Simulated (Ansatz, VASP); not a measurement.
# Two plane-wave programs on Al

File INCAR:

```
SYSTEM = Al
PREC     = Accurate       ! precision mode
ENCUT    = 500            ! plane-wave cutoff, eV
EDIFF    = 1E-6           ! SCF threshold, eV
ISMEAR   = 0              ! smearing method
SIGMA    = 0.15           ! smearing width, eV
LREAL    = .FALSE.        ! projectors in reciprocal space
LASPH    = .TRUE.         ! aspherical terms in the spheres
NELM     = 120            ! most SCF steps
ALGO     = Normal         ! electronic algorithm
ISIF     = 2              ! what is computed and relaxed
LWAVE    = .FALSE.        ! write WAVECAR
LCHARG   = .FALSE.        ! write CHGCAR
GGA      = PS             ! functional
NBANDS   = 22             ! bands
GGA_COMPAT= .FALSE.
```

KPOINTS

```
regular mesh
0
G
  21 13 6
  0 0 0
```

Contents of POSCAR:

```
Al
1.0
   -1.6064390039      1.6064390039     -1.6064390039
   -3.2128780077     -3.2128780077      0.0000000000
   -5.3547966796      5.3547966796      7.4967153514
Al
8
Direct
    0.6041666667      0.5000000000      0.0625000000
   -0.3125000000      0.0000000000      0.9375000000
    0.7708333333      0.5000000000      0.3125000000
    0.1875000000      0.0000000000      0.1875000000
   -0.0625000000      0.5000000000      0.5625000000
    0.3541666667      0.0000000000      0.4375000000
    0.1041666667      0.5000000000      0.8125000000
    0.5208333333      0.0000000000      0.6875000000
```

Input for Ansatz:

```yaml
crystal:
  lattice:
    - [-1.6064390039, 1.6064390039, -1.6064390039]
    - [-3.2128780077, -3.2128780077, 0.0]
    - [-5.3547966796, 5.3547966796, 7.4967153514]
  atoms:
    - { symbol: Al, position: [0.6041666667, 0.5, 0.0625] }
    - { symbol: Al, position: [-0.3125, 0.0, 0.9375] }
    - { symbol: Al, position: [0.7708333333, 0.5, 0.3125] }
    - { symbol: Al, position: [0.1875, 0.0, 0.1875] }
    - { symbol: Al, position: [-0.0625, 0.5, 0.5625] }
    - { symbol: Al, position: [0.3541666667, 0.0, 0.4375] }
    - { symbol: Al, position: [0.1041666667, 0.5, 0.8125] }
    - { symbol: Al, position: [0.5208333333, 0.0, 0.6875] }
basis:
  ecutwfc: 420
kpoints:
  mp_grid: { grid: [21, 13, 6] }
hamiltonian:
  xc: pbesol
scf:
  occupations: { method: gaussian, width: 0.15 }
output:
  forces: true
  stress: true
  eigenvalues: true
```

Alike in both runs: task single point; functional PBEsol; k mesh 21 × 13 × 6; occupations gaussian, width 0.15 eV; no spin polarisation.

|  | VASP | Ansatz |
| --- | --- | --- |
| version | VASP 6.6.1 | Ansatz 0.2.0 |
| potentials or method | VASP PAW PBE potentials, release 64 (Al), cutoff 500 eV | scalar-relativistic, plane waves, PAW |
| valence electrons in the cell | 24 | 24 |

|  | VASP | Ansatz | Ansatz less VASP |
| --- | --- | --- | --- |
| gap on the k mesh at the Fermi level (eV) | none | none | - |
| pressure (GPa) | 0.8 | 0.7 | -0.06 |
| traceless stress, the component that is largest in VASP (GPa) | 1.21 | 1.20 | -0.006 |
| rms of the force components (eV/Å) | 0.130 | 0.129 | -0.0008 |

VASP's potentials were made for PBE, not for PBEsol. Atom by atom the forces differ by 0.001 eV/Å (rms over components). A gap of «none» marks a metal or a gap that the smearing closes.
